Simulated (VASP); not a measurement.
# Ba4Er in VASP: notebook, part 2 of 2

VASP 6.6.1. Earlier steps stand in the parts before.

## Step 3: Single point, PBE

This run uses another cell than the first one, of 64.04 Å³/atom.

File INCAR:

```
ALGO = Normal ; EDIFF = 1E-6
ENCUT = 500 ; GGA = PE
GGA_COMPAT = False ; ISIF = 2
ISMEAR = 0 ; LASPH = True
LCHARG = False ; LMAXMIX = 6
LREAL = False ; LWAVE = False
NBANDS = 32 ; NELM = 200
PREC = Accurate ; SIGMA = 0.2
```

File KPOINTS:

```
k-points
0
Gamma
  3 3 3
```

File POSCAR:

```
Ba4Er
1.0
   -4.3097427705      4.3097427705      4.3097427705
    4.3097427705     -4.3097427705      4.3097427705
    4.3097427705      4.3097427705     -4.3097427705
Ba Er
4 1
Direct
    0.4931080957      0.4931080957      0.4931080957
    0.5068919043      0.0000000000      0.0000000000
    0.0000000000      0.0000000000      0.5068919043
    0.0000000000      0.5068919043      0.0000000000
    0.0000000000      0.0000000000      0.0000000000
```

Potentials or basis: VASP PAW PBE potentials, release 64 (Ba_sv, Er_3), 4f in core.

Run with:

```bash
$ cat potpaw_PBE.64/Ba_sv/POTCAR potpaw_PBE.64/Er_3/POTCAR > POTCAR
$ mpirun -np 1 vasp_std > vasp.out
```

OUTCAR:

```text
EDIFF = 1E-6
   ENCUT = 500
   GGA = PE
   ISIF = 2
   ISMEAR = 0
   LASPH = True
   LREAL = False
   NELM = 200
   PREC = Accurate

 ion  position               nearest neighbor table
   1  0.493  0.493  0.493-   5 3.68   5 3.78   4 4.31   2 4.31   2 4.31   3 4.31   4 4.31   3 4.31

   2  0.507  0.000  0.000-   5 3.68   5 3.78   1 4.31   4 4.31   1 4.31   3 4.31   4 4.31   3 4.31

   3  0.000  0.000  0.507-   5 3.68   5 3.78   1 4.31   2 4.31   2 4.31   4 4.31   4 4.31   1 4.31

   4  0.000  0.507  0.000-   5 3.68   5 3.78   1 4.31   2 4.31   2 4.31   3 4.31   3 4.31   1 4.31

   5  0.000  0.000  0.000-   1 3.68   2 3.68   3 3.68   4 3.68   4 3.78   3 3.78   2 3.78   1 3.78

  LATTYP: Found a body centered cubic cell.
 ALAT       =     8.6194855410

  Lattice vectors:

 A1 = (  -4.3097427705,   4.3097427705,   4.3097427705)
 A2 = (   4.3097427705,  -4.3097427705,   4.3097427705)
 A3 = (   4.3097427705,   4.3097427705,  -4.3097427705)

Analysis of symmetry for initial positions (statically):
=====================================================================
 Subroutine PRICEL returns:
 Original cell was already a primitive cell.

 Routine SETGRP: Setting up the symmetry group for a
 body centered cubic supercell.

 Subroutine GETGRP returns: Found 24 space group operations
 (whereof 24 operations were pure point group operations)
 out of a pool of 48 trial point group operations.

The static configuration has the point symmetry T_d .

Analysis of symmetry for dynamics (positions and initial velocities):
=====================================================================
 Subroutine PRICEL returns:
 Original cell was already a primitive cell.

 Routine SETGRP: Setting up the symmetry group for a
 body centered cubic supercell.

 Subroutine GETGRP returns: Found 24 space group operations
[... 105 lines left out ...]
   IALGO  =     38    algorithm
   IMIX   =      4    mixing-type and parameters
     AMIX     =   0.40;   BMIX     =  1.00
     AMIX_MAG =   1.60;   BMIX_MAG =  1.00
  volume/ion in A,a.u.               =      64.04       432.16
  Fermi-wavevector in a.u.,A,eV,Ry     =   0.875660  1.654757 10.432681  0.766780
  Thomas-Fermi vector in A             =   1.995362
   LORBIT       =      0    0 simple, 1 ext, 2 COOP (PROOUT), +10 PAW based schemes
   GGA     = PE    functional components
   LHFCALC =     F    Hartree Fock is set to
   AEXX    =    0.0000 exact exchange contribution
   IVDW    =     0    specifies the selected vdW correction
   LEPSILON=     F    determine dielectric tensor
   LRPA    =     F    only Hartree local field effects (RPA)
 non-spin polarized calculation
 Gauss-broadening in eV      SIGMA  =   0.20
  energy-cutoff  :      500.00
  volume of cell :      320.19
 maximum number of plane-waves:      8160
 NGX is ok and might be reduce to    54
   NGX = 27   NGY = 27   NGZ = 27

 number of electron      49.0000003 magnetization

 Free energy of the ion-electron system (eV)
  ---------------------------------------------------
  ext. energy  EPLUGINS =         0.00000000
  ---------------------------------------------------
  free energy    TOTEN  =        -9.84196931 eV

  energy without entropy =       -9.60623801  energy(sigma->0) =       -9.72410366

 E-fermi :   1.2055     XC(G=0):  -7.1969

 val. band max:        1.1393646249   @ k =   0.3333   0.0000   0.0000
 cond. band min:       1.2295691386   @ k =   0.3333   0.3333   0.0000
 fundamental gap:      0.0902045137
 Fermi energy:         1.2054812406

 k-point     1 :       0.0000    0.0000    0.0000
  band No.  band energies     occupation
      1     -27.6713      2.00000
      2     -27.6292      2.00000
      3     -27.6292      2.00000
      4     -27.6292      2.00000
      5     -24.1740      2.00000
      6     -24.1740      2.00000
[... 129 lines left out ...]
     31       2.1656      0.00000
     32       2.2010      0.00000

------------------------ aborting loop because EDIFF is reached ----------------------------------------

  FORCE on cell =-STRESS in cart. coord.  units (eV):
  Direction    XX          YY          ZZ          XY          YZ          ZX
  --------------------------------------------------------------------------------------
  -------------------------------------------------------------------------------------
  Total        0.1571073      0.1571073      0.1571073     -0.0000000     -0.0000000      0.0000000
  in kB        0.7861275      0.7861275      0.7861275     -0.0000000     -0.0000000      0.0000000
  external PRESSURE =       0.7861275 kB  Pullay stress =       0.0000000 kB

 VOLUME and BASIS-vectors are now :
 -----------------------------------------------------------------------------
  energy-cutoff  :      500.00
  volume of cell :      320.19
      direct lattice vectors                 reciprocal lattice vectors
    -4.309742770  4.309742770  4.309742770     0.000000000  0.116016205  0.116016205
     4.309742770 -4.309742770  4.309742770     0.116016205  0.000000000  0.116016205
     4.309742770  4.309742770 -4.309742770     0.116016205  0.116016205  0.000000000

 POSITION                                       TOTAL-FORCE (eV/Angst)
 -----------------------------------------------------------------------------------
      2.12517      2.12517      2.12517         0.040198      0.040198      0.040198
     -2.18457      2.18457      2.18457         0.040198     -0.040198     -0.040198
      2.18457      2.18457     -2.18457        -0.040198     -0.040198      0.040198
      2.18457     -2.18457      2.18457        -0.040198      0.040198     -0.040198
      0.00000      0.00000      0.00000         0.000000      0.000000     -0.000000
 -----------------------------------------------------------------------------------
    total drift:                                0.000000      0.000000      0.000000

  FREE ENERGIE OF THE ION-ELECTRON SYSTEM (eV)
  ---------------------------------------------------
  free  energy   TOTEN  =        -9.8419693051 eV

  energy  without entropy=       -9.6062380050  energy(sigma->0) =       -9.72410366
```

OSZICAR:

```text
N       E                     dE             d eps       ncg     rms          rms(c)
DAV:   1     0.422158801323E+03    0.42216E+03   -0.18893E+04   352   0.122E+03
DAV:   2     0.211692019885E+02   -0.40099E+03   -0.39146E+03   504   0.328E+02
DAV:   3    -0.875859851801E+01   -0.29928E+02   -0.29335E+02   416   0.870E+01
DAV:   4    -0.102699752935E+02   -0.15114E+01   -0.14240E+01   432   0.127E+01
DAV:   5    -0.104413579417E+02   -0.17138E+00   -0.16774E+00   328   0.370E+00    0.143E+01
DAV:   6    -0.991389689201E+01    0.52746E+00   -0.31474E+00   432   0.508E+00    0.599E+00
DAV:   7    -0.985314564418E+01    0.60751E-01   -0.49037E-01   400   0.297E+00    0.323E+00
DAV:   8    -0.984080083491E+01    0.12345E-01   -0.73332E-02   376   0.157E+00    0.330E-01
DAV:   9    -0.984164189197E+01   -0.84106E-03   -0.88069E-03   416   0.384E-01    0.138E-01
DAV:  10    -0.984196804912E+01   -0.32616E-03   -0.16540E-03   384   0.231E-01    0.418E-02
DAV:  11    -0.984196819288E+01   -0.14377E-06   -0.13487E-04   392   0.659E-02    0.505E-02
DAV:  12    -0.984196975219E+01   -0.15593E-05   -0.65769E-05   408   0.491E-02    0.103E-02
DAV:  13    -0.984196930508E+01    0.44712E-06   -0.53970E-06   336   0.965E-03
   1 F= -.98419693E+01 E0= -.97241037E+01  d E =-.235731E+00
```

stdout:

```text
POSCAR found type information on POSCAR BaEr
 POSCAR found :  2 types and       5 ions
 scaLAPACK will be used
 LDA part: xc-table for (Slater+PW92), standard interpolation
 POSCAR, INCAR and KPOINTS ok, starting setup
 FFT: planning ... GRIDC
 FFT: planning ... GRID_SOFT
 FFT: planning ... GRID
 WAVECAR not read
 entering main loop
```

Wall time 31 s (1 thread of AMD EPYC 9R45 (Zen 5), shared host); peak memory 0.36 GiB.

What came out:

```yaml
Free_energy: -9.8420 eV
Pressure: 0.1 GPa
Largest_force: 0.070 eV/Å
Band_gap_on_the_k_mesh: zero (an odd number of electrons rules out a gap without spin polarisation)
```

Forces in eV/Å, atoms in the order of the input:
```
Ba   0.040  0.040  0.040
Ba   0.040 -0.040 -0.040
Ba  -0.040 -0.040  0.040
Ba  -0.040  0.040 -0.040
Er   0.000  0.000  0.000
```

Caveat: spin-orbit coupling is left out, which moves the levels of the heavy elements; the 4f electrons are frozen in the core, so they carry no moment and show no levels. Spin polarisation is off, so any magnetic state and its effect on volume and gap are missing.
